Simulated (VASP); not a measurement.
# TaN (Immm) in VASP: single point with PBE

Aim: the single point of TaN with PBE.

Everything below comes from runs of VASP 6.6.1. Logs are shortened: lines on timing, memory, paths and dates and some standing lists are left out, and cuts for length are marked.

## (1) The cell of the first run

It takes space group Immm (No. 71, orthorhombic). The conventional cell has a = 3.984 Å, b = 4.081 Å, c = 4.106 Å, α = 90.00°, β = 90.00°, γ = 90.00°. Within 2.7 Å of Ta (site symmetry mmm) lie 2 N at 2.04 Å. N (site symmetry mmm) has 2 Ta at 2.04 Å within 2.7 Å.

The cell was generated, and may not be a known phase.

## (2) Single point, PBE

Input file INCAR:

```
PREC     = Accurate       # precision mode
ENCUT    = 700            # plane-wave cutoff, eV
EDIFF    = 1E-6           # SCF threshold, eV
ISMEAR   = 0              # smearing method
SIGMA    = 0.1            # smearing width, eV
LREAL    = False          # projectors in reciprocal space
LASPH    = True           # aspherical terms in the spheres
NELM     = 120            # most SCF steps
ALGO     = Normal         # electronic algorithm
ISIF     = 2              # what is computed and relaxed
LWAVE    = False          # write WAVECAR
LCHARG   = True           # write CHGCAR
GGA      = PE             # functional
LELF     = True           # ELF
LVHAR    = True         
NBANDS   = 16             # bands
GGA_COMPAT= False
```

Input file KPOINTS:

```
regular mesh
0
Gamma
  6 6 6
```

Input file POSCAR:

```
TaN
1.0
   -1.9918827500      2.0403509400      2.0531032100
    1.9918827500     -2.0403509400      2.0531032100
    1.9918827500      2.0403509400     -2.0531032100
Ta N
1 1
Direct
    0.0000000000      0.0000000000      0.0000000000
    0.5000000000      0.0000000000      0.5000000000
```

Potentials or basis: VASP PAW PBE potentials, release 64 (Ta_sv_GW, N).

Started as:

```
$ cat potpaw_PBE.64/Ta_sv_GW/POTCAR potpaw_PBE.64/N/POTCAR > POTCAR
$ mpirun -np 1 vasp_std > vasp.out
```

OUTCAR:

```text
PREC = Accurate
   ENCUT = 700
   EDIFF = 1E-6
   ISMEAR = 0
   LREAL = False
   LASPH = True
   NELM = 120
   ISIF = 2
   GGA = PE

 ion  position               nearest neighbor table
   1  0.000  0.000  0.000-   2 2.04   2 2.04
   2  0.500  0.000  0.500-   1 2.04   1 2.04

  LATTYP: Found a body centered orthorhombic cell.
 ALAT       =     3.9837655000
 B/A-ratio  =     1.0243328529
 C/A-ratio  =     1.0307349717

  Lattice vectors:

 A1 = (  -1.9918827500,   2.0403509400,   2.0531032100)
 A2 = (   1.9918827500,  -2.0403509400,   2.0531032100)
 A3 = (   1.9918827500,   2.0403509400,  -2.0531032100)

Analysis of symmetry for initial positions (statically):
=====================================================================
 Subroutine PRICEL returns:
 Original cell was already a primitive cell.

 Routine SETGRP: Setting up the symmetry group for a
 body centered orthorhombic supercell.

 Subroutine GETGRP returns: Found  8 space group operations
 (whereof  8 operations were pure point group operations)
 out of a pool of  8 trial point group operations.

The static configuration has the point symmetry D_2h.

Analysis of symmetry for dynamics (positions and initial velocities):
=====================================================================
 Subroutine PRICEL returns:
 Original cell was already a primitive cell.

 Routine SETGRP: Setting up the symmetry group for a
 body centered orthorhombic supercell.

 Subroutine GETGRP returns: Found  8 space group operations
 (whereof  8 operations were pure point group operations)
 out of a pool of  8 trial point group operations.

The dynamic configuration has the point symmetry D_2h.

 Subroutine INISYM returns: Found  8 space group operations
 (whereof  8 operations are pure point group operations),
 and found     1 'primitive' translations

----------------------------------------------------------------------------------------

                                     Primitive cell

  volume of cell :      33.3764

  direct lattice vectors                    reciprocal lattice vectors
    -1.991882750  2.040350940  2.053103210     0.000000000  0.245055882  0.243533787
     1.991882750 -2.040350940  2.053103210     0.251018791  0.000000000  0.243533787
     1.991882750  2.040350940 -2.053103210     0.251018791  0.245055882  0.000000000

  length of vectors
     3.513667833  3.513667833  3.513667833     0.345486745  0.349741532  0.350803106

  position of ions in fractional coordinates (direct lattice)
     0.000000000  0.000000000  0.000000000
     0.500000000  0.000000000  0.500000000

  ion indices of the primitive-cell ions
   primitive index   ion index
                 1           1
                 2           2

----------------------------------------------------------------------------------------

 KPOINTS: regular mesh

Automatic generation of k-mesh.
 Grid dimensions read from file:
 generate k-points for:    6    6    6

 Generating k-lattice:

  Cartesian coordinates                     Fractional coordinates (reciprocal lattice)
     0.000000000  0.040842647  0.040588965     0.166666667  0.000000000  0.000000000
     0.041836465  0.000000000  0.040588965    -0.000000000  0.166666667  0.000000000
     0.041836465  0.040842647  0.000000000    -0.000000000  0.000000000  0.166666667

  Length of vectors
     0.057581124  0.058290255  0.058467184

  Shift w.r.t. Gamma in fractional coordinates (k-lattice)
     0.000000000  0.000000000  0.000000000

 Subroutine IBZKPT returns following result:
 ===========================================

 Found     46 irreducible k-points:

 Following reciprocal coordinates:
            Coordinates               Weight
  0.000000  0.000000  0.000000      1.000000
  0.166667 -0.000000  0.000000      4.000000
  0.333333 -0.000000  0.000000      4.000000
  0.500000 -0.000000  0.000000      2.000000
  0.000000  0.166667 -0.000000      4.000000
  0.166667  0.166667  0.000000      8.000000
[... 16 lines left out ...]
 -0.166667  0.166667  0.166667      2.000000
  0.166667  0.333333  0.166667      4.000000
 [... further k-points ...]
   k-points           NKPTS =     46   k-points in BZ     NKDIM =     46   number of bands    NBANDS=     16
   number of dos      NEDOS =    301   number of ions     NIONS =      2
   total plane-waves  NPLWV =  27000
   dimension x,y,z NGX =    30 NGY =   30 NGZ =   30
   dimension x,y,z NGXF=    60 NGYF=   60 NGZF=   60
   ions per type =               1   1
   NGX,Y,Z   is equivalent  to a cutoff of  14.19, 14.19, 14.19 a.u.
   NGXF,Y,Z  is equivalent  to a cutoff of  28.39, 28.39, 28.39 a.u.
 SYSTEM =  unknown system
   PREC   = accura    normal or accurate (medium, high low for compatibility)
   ISTART =      0    job   : 0-new  1-cont  2-samecut
   ICHARG =      2    charge: 1-file 2-atom 10-const
   ISPIN  =      1    spin polarized calculation?
   LNONCOLLINEAR =      F non collinear calculations
   LSORBIT =      F    spin-orbit coupling
   LASPH  =      T    aspherical Exc in radial PAW
   ENCUT  =  700.0 eV  51.45 Ry    7.17 a.u.   7.58  7.58  7.58*2*pi/ulx,y,z
   NELM   =    120;   NELMIN=  2; NELMDL= -5     # of ELM steps
   EDIFF  = 0.1E-05   stopping-criterion for ELM
   LREAL  =      F    real-space projection
[... 7 lines left out ...]
   TEBEG  =    0.0;   TEEND  =   0.0 temperature during run
   PSTRESS=    0.0 pullay stress
   NELECT =      18.0000    total number of electrons
   NUPDOWN=      -1.0000    fix difference up-down
   EMIN   =  10.00;   EMAX   =-10.00  energy-range for DOS
   EFERMI =   0.00;   METHOD = LEGACY
   ISMEAR =     0;   SIGMA  =   0.10  broadening in eV -4-tet -1-fermi 0-gaus
   EFERMI_NEDOS =   21; number of points for ismear=-14 and -15
   IALGO  =     38    algorithm
   IMIX   =      4    mixing-type and parameters
     AMIX     =   0.40;   BMIX     =  1.00
     AMIX_MAG =   1.60;   BMIX_MAG =  1.00
  volume/ion in A,a.u.               =      16.69       112.62
  Fermi-wavevector in a.u.,A,eV,Ry     =   1.332557  2.518168 24.159984  1.775709
  Thomas-Fermi vector in A             =   2.461483
   LORBIT       =      0    0 simple, 1 ext, 2 COOP (PROOUT), +10 PAW based schemes
   GGA     = PE    functional components
   LHFCALC =     F    Hartree Fock is set to
   AEXX    =    0.0000 exact exchange contribution
   IVDW    =     0    specifies the selected vdW correction
   LEPSILON=     F    determine dielectric tensor
   LRPA    =     F    only Hartree local field effects (RPA)
 non-spin polarized calculation
 Gauss-broadening in eV      SIGMA  =   0.10
  energy-cutoff  :      700.00
  volume of cell :       33.38
 maximum number of plane-waves:      1425
   NGX = 15   NGY = 15   NGZ = 15

 number of electron      18.0000000 magnetization

 Free energy of the ion-electron system (eV)
  ---------------------------------------------------
  ext. energy  EPLUGINS =         0.00000000
  ---------------------------------------------------
  free energy    TOTEN  =       -21.77797504 eV

  energy without entropy =      -21.76740217  energy(sigma->0) =      -21.77268861

 E-fermi :   7.4975     XC(G=0): -11.1871

 val. band max:        7.4855770729   @ k =   0.3333  -0.3333   0.3333
 cond. band min:       7.5025517494   @ k =   0.5000   0.3333   0.0000
 fundamental gap:      0.0169746765
 Fermi energy:         7.4975467176

 k-point     1 :       0.0000    0.0000    0.0000
  band No.  band energies     occupation
      1     -62.1645      2.00000
      2     -28.5184      2.00000
      3     -28.4983      2.00000
      4     -28.3912      2.00000
      5      -8.4358      2.00000
      6       4.2512      2.00000
[... 8 lines left out ...]
     15      17.8699      0.00000
     16      21.8259      0.00000

 k-point     2 :       0.1667   -0.0000    0.0000
  band No.  band energies     occupation
      1     -62.1630      2.00000
      2     -28.5383      2.00000
      3     -28.5097      2.00000
      4     -28.4126      2.00000
      5      -8.0555      2.00000
      6       2.9744      2.00000
[... 8 lines left out ...]
     15      17.4020      0.00000
     16      20.0401      0.00000

 k-point     3 :       0.3333   -0.0000    0.0000
  band No.  band energies     occupation
      1     -62.1599      2.00000
      2     -28.5951      2.00000
      3     -28.5325      2.00000
      4     -28.4369      2.00000
      5      -7.1492      2.00000
      6       1.2318      2.00000
[... 8 lines left out ...]
     15      17.1199      0.00000
     16      17.7204      0.00000

 k-point     4 :       0.5000   -0.0000    0.0000
  band No.  band energies     occupation
      1     -62.1584      2.00000
      2     -28.6287      2.00000
      3     -28.5438      2.00000
      4     -28.4432      2.00000
      5      -6.5716      2.00000
      6       0.2309      2.00000
[... 8 lines left out ...]
     15      15.2338      0.00000
     16      18.8612      0.00000

 k-point     5 :       0.0000    0.1667   -0.0000
  band No.  band energies     occupation
      1     -62.1630      2.00000
      2     -28.5452      2.00000
      3     -28.5056      2.00000
      4     -28.4042      2.00000
      5      -8.2821      2.00000
      6       2.7475      2.00000
[... 8 lines left out ...]
     15      18.2668      0.00000
     16      18.8662      0.00000

 k-point     6 :       0.1667    0.1667    0.0000
  band No.  band energies     occupation
      1     -62.1607      2.00000
      2     -28.5833      2.00000
      3     -28.5183      2.00000
      4     -28.4283      2.00000
      5      -7.8251      2.00000
      6       2.0106      2.00000
[... 8 lines left out ...]
     15      16.2120      0.00000
     16      17.6293      0.00000

 k-point     7 :       0.3333    0.1667    0.0000
  band No.  band energies     occupation
      1     -62.1584      2.00000
      2     -28.6144      2.00000
      3     -28.5464      2.00000
      4     -28.4499      2.00000
      5      -6.9863      2.00000
      6       1.0696      2.00000
[... 8 lines left out ...]
     15      15.6743      0.00000
     16      18.1918      0.00000

 k-point     8 :       0.5000    0.1667    0.0000
  band No.  band energies     occupation
      1     -62.1583      2.00000
      2     -28.6104      2.00000
      3     -28.5513      2.00000
      4     -28.4556      2.00000
      5      -6.6110      2.00000
      6       0.4467      2.00000
[... 8 lines left out ...]
     15      15.0421      0.00000
     16      19.1411      0.00000

 k-point     9 :      -0.3333    0.1667   -0.0000
  band No.  band energies     occupation
      1     -62.1606      2.00000
      2     -28.5701      2.00000
      3     -28.5314      2.00000
      4     -28.4419      2.00000
      5      -7.2577      2.00000
      6       1.6146      2.00000
[... 8 lines left out ...]
     15      16.3936      0.00000
     16      18.3083      0.00000
[... 172 lines left out ...]
 k-point    19 :       0.3333    0.5000    0.0000
  band No.  band energies     occupation
      1     -62.1583      2.00000
      2     -28.6024      2.00000
      3     -28.5645      2.00000
      4     -28.4477      2.00000
      5      -6.9726      2.00000
      6       1.0955      2.00000
[... 8 lines left out ...]
     15      15.4714      0.00000
     16      18.2186      0.00000

 k-point    20 :       0.5000    0.5000    0.0000
  band No.  band energies     occupation
      1     -62.1582      2.00000
      2     -28.6134      2.00000
      3     -28.5674      2.00000
      4     -28.4401      2.00000
      5      -6.5533      2.00000
      6       0.2693      2.00000
[... 8 lines left out ...]
     15      14.8015      0.00000
     16      19.2554      0.00000

 k-point    21 :       0.1667    0.1667    0.1667
  band No.  band energies     occupation
      1     -62.1589      2.00000
      2     -28.6033      2.00000
      3     -28.5366      2.00000
      4     -28.4568      2.00000
      5      -7.0539      2.00000
      6       1.3933      2.00000
[... 8 lines left out ...]
     15      15.4876      0.00000
     16      18.2074      0.00000

 k-point    22 :       0.3333    0.1667    0.1667
  band No.  band energies     occupation
      1     -62.1581      2.00000
      2     -28.5966      2.00000
      3     -28.5593      2.00000
      4     -28.4729      2.00000
      5      -6.5796      2.00000
      6       0.6473      2.00000
[... 8 lines left out ...]
     15      14.0469      0.00000
     16      19.4871      0.00000

 k-point    23 :      -0.1667    0.1667    0.1667
  band No.  band energies     occupation
      1     -62.1615      2.00000
      2     -28.5438      2.00000
      3     -28.5393      2.00000
      4     -28.4173      2.00000
      5      -8.1383      2.00000
      6       2.3995      2.00000
[... 8 lines left out ...]
     15      16.4906      0.00000
     16      18.9628      0.00000

 k-point    24 :       0.1667    0.3333    0.1667
  band No.  band energies     occupation
      1     -62.1581      2.00000
      2     -28.6087      2.00000
      3     -28.5386      2.00000
      4     -28.4761      2.00000
      5      -6.9898      2.00000
      6       1.6993      2.00000
[... 8 lines left out ...]
     15      15.4996      0.00000
     16      18.2368      0.00000

 [... further k-points ...]
[... 5 lines left out ...]
  --------------------------------------------------------------------------------------
  -------------------------------------------------------------------------------------
  Total       -5.9072991     -2.9242801     -5.7067616      0.0000000      0.0000000      0.0000000
  in kB     -283.5698960   -140.3751186   -273.9434324      0.0000000      0.0000000      0.0000000
  external PRESSURE =    -232.6294823 kB  Pullay stress =       0.0000000 kB

 VOLUME and BASIS-vectors are now :
 -----------------------------------------------------------------------------
  energy-cutoff  :      700.00
  volume of cell :       33.38
      direct lattice vectors                 reciprocal lattice vectors
    -1.991882750  2.040350940  2.053103210     0.000000000  0.245055882  0.243533787
     1.991882750 -2.040350940  2.053103210     0.251018791  0.000000000  0.243533787
     1.991882750  2.040350940 -2.053103210     0.251018791  0.245055882  0.000000000

 POSITION                                       TOTAL-FORCE (eV/Angst)
 -----------------------------------------------------------------------------------
      0.00000      0.00000      0.00000         0.000000     -0.000000     -0.000000
      0.00000      2.04035      0.00000        -0.000000      0.000000      0.000000
 -----------------------------------------------------------------------------------
    total drift:                               -0.000000     -0.000000      0.000000

  FREE ENERGIE OF THE ION-ELECTRON SYSTEM (eV)
  ---------------------------------------------------
  free  energy   TOTEN  =       -21.7779750446 eV

  energy  without entropy=      -21.7674021654  energy(sigma->0) =      -21.77268861
```

Wall time 21 s (1 thread of Intel Xeon 6975P-C (Granite Rapids), shared host); peak memory 0.2 GiB.

What came out:

- Free energy: -21.7780 eV
- Pressure: -23.3 GPa
- Band gap on the k mesh: zero (bands 9 and 10 overlap by 1.91 eV)

Caveat: the k points lie up to 0.37 Å⁻¹ apart, too coarse for converged energies and pressures of a metal; spin-orbit coupling is left out, which moves the levels of the heavy elements.
